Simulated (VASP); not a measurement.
# HfO2 (Fm-3m) in VASP: notebook

HfO2 is run at these levels: RPBE, BLYP+D4; tasks: single point.

Everything below comes from runs of VASP 6.6.1. Logs are shortened: lines on timing, memory, paths and dates and some standing lists are left out, and cuts for length are marked.

### 1 The cell of the first run

Symmetry: Fm-3m, No. 225, cubic system. Conventional cell: a = 5.215 Å, b = 5.215 Å, c = 5.215 Å, α = 90.00°, β = 90.00°, γ = 90.00°. Hf (site symmetry m-3m) has 8 O at 2.26 Å within 3.0 Å. Within 3.0 Å of O (site symmetry -43m) lie 4 Hf at 2.26 Å and 6 O at 2.61 Å.

### 2 Single point, RPBE

File INCAR:

```
PREC     = Accurate       # precision mode
ENCUT    = 520            # plane-wave cutoff, eV
EDIFF    = 1E-6           # SCF threshold, eV
ISMEAR   = -1             # smearing method
SIGMA    = 0.05           # smearing width, eV
LREAL    = False          # projectors in reciprocal space
LASPH    = True           # aspherical terms in the spheres
NELM     = 100            # most SCF steps
ALGO     = Normal         # electronic algorithm
ISIF     = 2              # what is computed and relaxed
LWAVE    = False          # write WAVECAR
LCHARG   = True           # write CHGCAR
GGA      = RP             # functional
LELF     = True           # ELF
LVHAR    = True         
NBANDS   = 18             # bands
```

File KPOINTS:

```
regular mesh
0
Gamma
  9 9 9
```

File POSCAR:

```
HfO2
1.0
    0.0000000000      2.6076597933      2.6076597933
    2.6076597933      0.0000000000      2.6076597933
    2.6076597933      2.6076597933      0.0000000000
Hf O
1 2
Direct
    0.0000000000      0.0000000000      0.0000000000
    0.7500000000      0.7500000000      0.7500000000
    0.2500000000      0.2500000000      0.2500000000
```

Potentials or basis: VASP PAW PBE potentials, release 64 (Hf_pv, O).

Run with:

```bash
$ cat potpaw_PBE.64/Hf_pv/POTCAR potpaw_PBE.64/O/POTCAR > POTCAR
$ mpirun -np 1 vasp_std > vasp.out
```

OUTCAR:

```text
PREC = Accurate
   ENCUT = 520
   EDIFF = 1E-6
   ISMEAR = -1
   LREAL = False
   LASPH = True
   NELM = 100
   ISIF = 2
   GGA = RP

 ion  position               nearest neighbor table
   1  0.000  0.000  0.000-   2 2.26   2 2.26   2 2.26   2 2.26   3 2.26   3 2.26   3 2.26   3 2.26

   2  0.750  0.750  0.750-   1 2.26   1 2.26   1 2.26   1 2.26
   3  0.250  0.250  0.250-   1 2.26   1 2.26   1 2.26   1 2.26

  LATTYP: Found a face centered cubic cell.
 ALAT       =     5.2153195866

  Lattice vectors:

 A1 = (   0.0000000000,   2.6076597933,   2.6076597933)
 A2 = (   2.6076597933,   0.0000000000,   2.6076597933)
 A3 = (   2.6076597933,   2.6076597933,   0.0000000000)

Analysis of symmetry for initial positions (statically):
=====================================================================
 Subroutine PRICEL returns:
 Original cell was already a primitive cell.

 Routine SETGRP: Setting up the symmetry group for a
 face centered cubic supercell.

 Subroutine GETGRP returns: Found 48 space group operations
[... 9 lines left out ...]

 Routine SETGRP: Setting up the symmetry group for a
 face centered cubic supercell.

 Subroutine GETGRP returns: Found 48 space group operations
[... 11 lines left out ...]
                                     Primitive cell

  volume of cell :      35.4636

  direct lattice vectors                    reciprocal lattice vectors
     0.000000000  2.607659793  2.607659793    -0.191742804  0.191742804  0.191742804
     2.607659793  0.000000000  2.607659793     0.191742804 -0.191742804  0.191742804
     2.607659793  2.607659793  0.000000000     0.191742804  0.191742804 -0.191742804

  length of vectors
     3.687787846  3.687787846  3.687787846     0.332108278  0.332108278  0.332108278

  position of ions in fractional coordinates (direct lattice)
     0.000000000  0.000000000  0.000000000
     0.750000000  0.750000000  0.750000000
     0.250000000  0.250000000  0.250000000

  ion indices of the primitive-cell ions
   primitive index   ion index
                 1           1
                 2           2
                 3           3

----------------------------------------------------------------------------------------

 KPOINTS: regular mesh

Automatic generation of k-mesh.
 Grid dimensions read from file:
 generate k-points for:    9    9    9

 Generating k-lattice:

  Cartesian coordinates                     Fractional coordinates (reciprocal lattice)
    -0.021304756  0.021304756  0.021304756     0.111111111  0.000000000  0.000000000
     0.021304756 -0.021304756  0.021304756     0.000000000  0.111111111  0.000000000
     0.021304756  0.021304756 -0.021304756     0.000000000  0.000000000  0.111111111

  Length of vectors
     0.036900920  0.036900920  0.036900920

  Shift w.r.t. Gamma in fractional coordinates (k-lattice)
     0.000000000  0.000000000  0.000000000

 Subroutine IBZKPT returns following result:
 ===========================================

 Found     35 irreducible k-points:

 Following reciprocal coordinates:
            Coordinates               Weight
  0.000000  0.000000  0.000000      1.000000
  0.111111  0.000000  0.000000      8.000000
  0.222222  0.000000  0.000000      8.000000
  0.333333  0.000000  0.000000      8.000000
  0.444444  0.000000  0.000000      8.000000
  0.111111  0.111111  0.000000      6.000000
[... 16 lines left out ...]
 -0.333333  0.333333  0.000000     12.000000
  0.444444  0.444444  0.000000      6.000000
 [... further k-points ...]
   k-points           NKPTS =     35   k-points in BZ     NKDIM =     35   number of bands    NBANDS=     18
   number of dos      NEDOS =    301   number of ions     NIONS =      3
   total plane-waves  NPLWV =  21952
   dimension x,y,z NGX =    28 NGY =   28 NGZ =   28
   dimension x,y,z NGXF=    56 NGYF=   56 NGZF=   56
   ions per type =               1   2
   NGX,Y,Z   is equivalent  to a cutoff of  12.62, 12.62, 12.62 a.u.
   NGXF,Y,Z  is equivalent  to a cutoff of  25.24, 25.24, 25.24 a.u.
 SYSTEM =  unknown system
   PREC   = accura    normal or accurate (medium, high low for compatibility)
   ISTART =      0    job   : 0-new  1-cont  2-samecut
   ICHARG =      2    charge: 1-file 2-atom 10-const
   ISPIN  =      1    spin polarized calculation?
   LNONCOLLINEAR =      F non collinear calculations
   LSORBIT =      F    spin-orbit coupling
   LASPH  =      T    aspherical Exc in radial PAW
   ENCUT  =  520.0 eV  38.22 Ry    6.18 a.u.   6.86  6.86  6.86*2*pi/ulx,y,z
   NELM   =    100;   NELMIN=  2; NELMDL= -5     # of ELM steps
   EDIFF  = 0.1E-05   stopping-criterion for ELM
   LREAL  =      F    real-space projection
   EDIFFG = 0.1E-04   stopping-criterion for IOM
   NSW    =      0    number of steps for IOM
   IBRION =     -1    ionic relax: 0-MD 1-quasi-New 2-CG
   NFREE  =      0    steps in history (QN), initial steepest desc. (CG)
   ISIF   =      2    stress and relaxation
   ISYM   =      2    0-nonsym 1-usesym 2-fastsym
   POTIM  = 0.5000    time-step for ionic-motion
   TEBEG  =    0.0;   TEEND  =   0.0 temperature during run
   PSTRESS=    0.0 pullay stress
   NELECT =      22.0000    total number of electrons
   NUPDOWN=      -1.0000    fix difference up-down
   EMIN   =  10.00;   EMAX   =-10.00  energy-range for DOS
   EFERMI =   0.00;   METHOD = LEGACY
   ISMEAR =    -1;   SIGMA  =   0.05  broadening in eV -4-tet -1-fermi 0-gaus
   EFERMI_NEDOS =   21; number of points for ismear=-14 and -15
   IALGO  =     38    algorithm
   IMIX   =      4    mixing-type and parameters
     AMIX     =   0.40;   BMIX     =  1.00
     AMIX_MAG =   1.60;   BMIX_MAG =  1.00
  volume/ion in A,a.u.               =      11.82        79.77
  Fermi-wavevector in a.u.,A,eV,Ry     =   1.396223  2.638479 26.523724  1.949439
  Thomas-Fermi vector in A             =   2.519598
   LORBIT       =      0    0 simple, 1 ext, 2 COOP (PROOUT), +10 PAW based schemes
   GGA     = RP    functional components
   LHFCALC =     F    Hartree Fock is set to
   AEXX    =    0.0000 exact exchange contribution
   IVDW    =     0    specifies the selected vdW correction
   LEPSILON=     F    determine dielectric tensor
   LRPA    =     F    only Hartree local field effects (RPA)
 non-spin polarized calculation
  energy-cutoff  :      520.00
  volume of cell :       35.46
 maximum number of plane-waves:       966
   NGX = 13   NGY = 13   NGZ = 13

 number of electron      22.0000001 magnetization

 Free energy of the ion-electron system (eV)
  ---------------------------------------------------
  ext. energy  EPLUGINS =         0.00000000
  ---------------------------------------------------
  free energy    TOTEN  =       -28.81601966 eV

  energy without entropy =      -28.81601966  energy(sigma->0) =      -28.81601966

 E-fermi :   4.7757     XC(G=0): -11.1787

 val. band max:        3.6815237501   @ k =  -0.4444   0.4444   0.0000
 cond. band min:       7.4534597609   @ k =   0.4444   0.4444   0.0000
 fundamental gap:      3.7719360109
 Fermi energy:         4.7756669526

 k-point     1 :       0.0000    0.0000    0.0000
  band No.  band energies     occupation
      1     -26.4265      2.00000
      2     -26.4265      2.00000
      3     -26.4265      2.00000
      4     -14.5695      2.00000
      5     -11.9842      2.00000
      6      -1.1025      2.00000
[... 10 lines left out ...]
     17      13.1255      0.00000
     18      16.7820      0.00000

 k-point     2 :       0.1111    0.0000    0.0000
  band No.  band energies     occupation
      1     -26.4612      2.00000
      2     -26.4304      2.00000
      3     -26.4304      2.00000
      4     -14.4370      2.00000
      5     -12.0926      2.00000
      6      -0.9949      2.00000
[... 10 lines left out ...]
     17      12.9498      0.00000
     18      16.8007      0.00000

 k-point     3 :       0.2222    0.0000    0.0000
  band No.  band energies     occupation
      1     -26.5471      2.00000
      2     -26.4404      2.00000
      3     -26.4404      2.00000
      4     -14.0986      2.00000
      5     -12.3432      2.00000
      6      -0.7139      2.00000
[... 10 lines left out ...]
     17      12.5886      0.00000
     18      15.9716      0.00000

 k-point     4 :       0.3333    0.0000    0.0000
  band No.  band energies     occupation
      1     -26.6417      2.00000
      2     -26.4517      2.00000
      3     -26.4517      2.00000
      4     -13.7205      2.00000
      5     -12.5775      2.00000
      6      -0.3832      2.00000
[... 10 lines left out ...]
     17      12.6859      0.00000
     18      15.1396      0.00000

 k-point     5 :       0.4444    0.0000    0.0000
  band No.  band energies     occupation
      1     -26.7018      2.00000
      2     -26.4590      2.00000
      3     -26.4590      2.00000
      4     -13.5040      2.00000
      5     -12.6751      2.00000
      6      -0.1682      2.00000
[... 10 lines left out ...]
     17      12.7862      0.00000
     18      15.1255      0.00000

 k-point     6 :       0.1111    0.1111    0.0000
  band No.  band energies     occupation
      1     -26.4639      2.00000
      2     -26.4361      2.00000
      3     -26.4361      2.00000
      4     -14.3914      2.00000
      5     -12.1283      2.00000
      6      -0.9887      2.00000
[... 307 lines left out ...]
 k-point    21 :       0.4444    0.3333    0.0000
  band No.  band energies     occupation
      1     -26.6865      2.00000
      2     -26.5122      2.00000
      3     -26.4963      2.00000
      4     -13.0888      2.00000
      5     -12.9220      2.00000
      6      -1.5757      2.00000
[... 10 lines left out ...]
     17      14.1587      0.00000
     18      16.7204      0.00000

 k-point    22 :      -0.4444    0.3333    0.0000
  band No.  band energies     occupation
      1     -26.6775      2.00000
      2     -26.5580      2.00000
      3     -26.4941      2.00000
      4     -13.0341      2.00000
      5     -12.8991      2.00000
      6      -1.5882      2.00000
[... 10 lines left out ...]
     17      15.4546      0.00000
     18      16.4656      0.00000

 k-point    23 :      -0.3333    0.3333    0.0000
  band No.  band energies     occupation
      1     -26.6274      2.00000
      2     -26.6089      2.00000
      3     -26.4825      2.00000
      4     -13.0838      2.00000
      5     -12.8777      2.00000
      6      -1.2248      2.00000
[... 10 lines left out ...]
     17      15.2967      0.00000
     18      16.2044      0.00000

 k-point    24 :       0.4444    0.4444    0.0000
  band No.  band energies     occupation
      1     -26.7180      2.00000
      2     -26.5062      2.00000
      3     -26.5062      2.00000
      4     -13.0082      2.00000
      5     -12.9182      2.00000
      6      -2.0376      2.00000
[... 10 lines left out ...]
     17      15.0465      0.00000
     18      16.7516      0.00000

 [... further k-points ...]
[... 5 lines left out ...]
  --------------------------------------------------------------------------------------
  -------------------------------------------------------------------------------------
  Total       -2.8924231     -2.8924231     -2.8924231      0.0000000     -0.0000000      0.0000000
  in kB     -130.6741284   -130.6741284   -130.6741284      0.0000000     -0.0000000      0.0000000
  external PRESSURE =    -130.6741284 kB  Pullay stress =       0.0000000 kB

 VOLUME and BASIS-vectors are now :
 -----------------------------------------------------------------------------
  energy-cutoff  :      520.00
  volume of cell :       35.46
      direct lattice vectors                 reciprocal lattice vectors
     0.000000000  2.607659793  2.607659793    -0.191742804  0.191742804  0.191742804
     2.607659793  0.000000000  2.607659793     0.191742804 -0.191742804  0.191742804
     2.607659793  2.607659793  0.000000000     0.191742804  0.191742804 -0.191742804

 POSITION                                       TOTAL-FORCE (eV/Angst)
 -----------------------------------------------------------------------------------
      0.00000      0.00000      0.00000        -0.000000     -0.000000     -0.000000
      3.91149      3.91149      3.91149         0.000000      0.000000     -0.000000
      1.30383      1.30383      1.30383        -0.000000     -0.000000      0.000000
 -----------------------------------------------------------------------------------
    total drift:                                0.000000      0.000000      0.000000

  FREE ENERGIE OF THE ION-ELECTRON SYSTEM (eV)
  ---------------------------------------------------
  free  energy   TOTEN  =       -28.8160196619 eV

  energy  without entropy=      -28.8160196618  energy(sigma->0) =      -28.81601966
```

Wall time 14 s (1 thread of Intel Xeon 6975P-C (Granite Rapids), shared host); peak memory 0.16 GiB.

What came out:

- Free energy: -28.8160 eV
- Pressure: -13.1 GPa
- Band gap on the k mesh: 3.77 eV, indirect (least direct gap 3.88 eV)

Caveat: the PAW data sets were made with another functional, which shifts forces and pressure a little; spin-orbit coupling is left out, which moves the levels of the heavy elements. As with any semilocal functional, this RPBE gap is likely too small.

### 3 Single point, BLYP+D4

This run uses another cell than the first one, of 11.60 Å³/atom, 0.981 times its volume.

File INCAR:

```
  PREC = Accurate
  ENCUT = 520
  EDIFF = 1E-7
  ISMEAR = -1
  SIGMA = 0.05
  LREAL = F
  LASPH = T
  NELM = 60
  ALGO = Normal
  ISIF = 2
  LWAVE = F
  LCHARG = F
  GGA = B5
  ALDAX = 1.0
  AGGAX = 1.0
  AGGAC = 1.0
  ALDAC = 0.0
  IVDW = 13
  VDW_S6 = 1.0
  VDW_S8 = 2.34076671
  VDW_A1 = 0.44488865
  VDW_A2 = 4.0933009
  NBANDS = 18
```

File KPOINTS:

```
Automatic mesh
0
Gamma
  9 9 9
```

File POSCAR:

```
HfO2
1.0
    0.0000000000      2.5911551753      2.5911551753
    2.5911551753      0.0000000000      2.5911551753
    2.5911551753      2.5911551753      0.0000000000
Hf O
1 2
Direct
    0.0000000000      0.0000000000      0.0000000000
    0.7500000000      0.7500000000      0.7500000000
    0.2500000000      0.2500000000      0.2500000000
```

Potentials or basis: VASP PAW PBE potentials, release 64 (Hf_pv, O).

Run with:

```bash
$ cat potpaw_PBE.64/Hf_pv/POTCAR potpaw_PBE.64/O/POTCAR > POTCAR
$ mpirun -np 1 vasp_std > vasp.out
```

OUTCAR:

```text
PREC = Accurate
   ENCUT = 520
   EDIFF = 1E-7
   ISMEAR = -1
   LREAL = F
   LASPH = T
   NELM = 60
   ISIF = 2
   GGA = B5
   IVDW = 13

 ion  position               nearest neighbor table
   1  0.000  0.000  0.000-   2 2.24   2 2.24   2 2.24   2 2.24   3 2.24   3 2.24   3 2.24   3 2.24

   2  0.750  0.750  0.750-   1 2.24   1 2.24   1 2.24   1 2.24
   3  0.250  0.250  0.250-   1 2.24   1 2.24   1 2.24   1 2.24

  LATTYP: Found a face centered cubic cell.
 ALAT       =     5.1823103506

  Lattice vectors:

 A1 = (   0.0000000000,   2.5911551753,   2.5911551753)
 A2 = (   2.5911551753,   0.0000000000,   2.5911551753)
 A3 = (   2.5911551753,   2.5911551753,   0.0000000000)

Analysis of symmetry for initial positions (statically):
=====================================================================
 Subroutine PRICEL returns:
 Original cell was already a primitive cell.

 Routine SETGRP: Setting up the symmetry group for a
 face centered cubic supercell.

 Subroutine GETGRP returns: Found 48 space group operations
[... 9 lines left out ...]

 Routine SETGRP: Setting up the symmetry group for a
 face centered cubic supercell.

 Subroutine GETGRP returns: Found 48 space group operations
[... 154 lines left out ...]
 val. band max:        4.0310115145   @ k =  -0.4444   0.4444   0.0000
 cond. band min:       7.8044627084   @ k =   0.0000   0.0000   0.0000
 fundamental gap:      3.7734511939
 Fermi energy:         5.0334389233

 k-point     1 :       0.0000    0.0000    0.0000
  band No.  band energies     occupation
      1     -25.8096      2.00000
      2     -25.8096      2.00000
      3     -25.8096      2.00000
      4     -14.1265      2.00000
      5     -11.4401      2.00000
      6      -0.8165      2.00000
[... 481 lines left out ...]
      5     -12.3737      2.00000
      6      -1.7403      2.00000
[... 10 lines left out ...]
     17      15.6863      0.00000
     18      16.4200      0.00000

 [... further k-points ...]

------------------------ aborting loop because EDIFF is reached ----------------------------------------

  DFT-D4 for vdW energy calculation

  Edisp (eV):   -1.00663

  FORCE on cell =-STRESS in cart. coord.  units (eV):
  Direction    XX          YY          ZZ          XY          YZ          ZX
  --------------------------------------------------------------------------------------
  -------------------------------------------------------------------------------------
  Total      -2.87557    -2.87557    -2.87557     0.00000    -0.00000     0.00000
  in kB    -132.41124  -132.41124  -132.41124     0.00000    -0.00000     0.00000
  external pressure =     -132.41 kB  Pullay stress =        0.00 kB

 VOLUME and BASIS-vectors are now :
 -----------------------------------------------------------------------------
  energy-cutoff  :      520.00
  volume of cell :       34.79
      direct lattice vectors                 reciprocal lattice vectors
     0.000000000  2.591155175  2.591155175    -0.192964128  0.192964128  0.192964128
     2.591155175  0.000000000  2.591155175     0.192964128 -0.192964128  0.192964128
     2.591155175  2.591155175  0.000000000     0.192964128  0.192964128 -0.192964128

 POSITION                                       TOTAL-FORCE (eV/Angst)
 -----------------------------------------------------------------------------------
      0.00000      0.00000      0.00000        -0.000000      0.000000     -0.000000
      3.88673      3.88673      3.88673        -0.000000     -0.000000     -0.000000
      1.29558      1.29558      1.29558         0.000000      0.000000      0.000000
 -----------------------------------------------------------------------------------
    total drift:                                0.000000     -0.000000      0.000000

  FREE ENERGIE OF THE ION-ELECTRON SYSTEM (eV)
  ---------------------------------------------------
  free  energy   TOTEN  =       -29.8923358407 eV

  energy  without entropy=      -29.8923358406  energy(sigma->0) =      -29.89233584
```

Run time: 20 s. Hardware: 1 thread of Intel Xeon 6975P-C (Granite Rapids), shared host; peak memory 0.16 GiB.

Results:

- Free energy: -29.8923 eV
- Pressure: -13.2 GPa
- Band gap on the k mesh: 3.77 eV, indirect (least direct gap 3.89 eV)
- Dispersion energy per atom: -0.336 eV

Caveat: the PAW data sets were made with another functional, which shifts forces and pressure a little; spin-orbit coupling is left out, which moves the levels of the heavy elements. As with any semilocal functional, this BLYP gap is likely too small.
